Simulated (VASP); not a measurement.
Crystal: HfO2.

```
Hf O
1.0
     3.55802    0.00000    0.00000
     0.00000    3.55802    0.00000
     0.00000    0.00000    5.17186
Hf O
2 4
Direct
  0.00000 0.00000 0.00000
  0.50000 0.50000 0.50000
  0.00000 0.50000 0.19721
  0.50000 0.00000 0.30279
  0.50000 0.00000 0.80279
  0.00000 0.50000 0.69721
```

Base run:

```yaml
Program: VASP 6.6.1
Functional: r2SCAN
Potentials_or_basis: VASP PAW PBE potentials, release 64 (Hf_pv, O)
Cutoff: 520 eV
k_mesh: 8 × 8 × 6
Occupations: gaussian, width 0.01 eV
Spin: no spin polarisation
```

Its results: band gap on the k mesh 5.29 eV (least direct gap 5.37 eV); pressure 0.4 GPa.

Question: The run is repeated on the same cell with these changes: functional from r2SCAN to LDA; potentials or basis from VASP PAW PBE potentials, release 64 (Hf_pv, O) to VASP PAW LDA potentials, release 64 (Hf_pv, O). What comes out?

Answer: Band gap on the k mesh 4.55 eV (least direct gap 4.63 eV); pressure -7.4 GPa.

Caveats: spin-orbit coupling is left out, which moves the levels of the heavy elements; the PAW data sets were made with another functional, which shifts forces and pressure a little (at least some runs); the cell stands under tension (at least some runs).

A k mesh can miss the band edges.
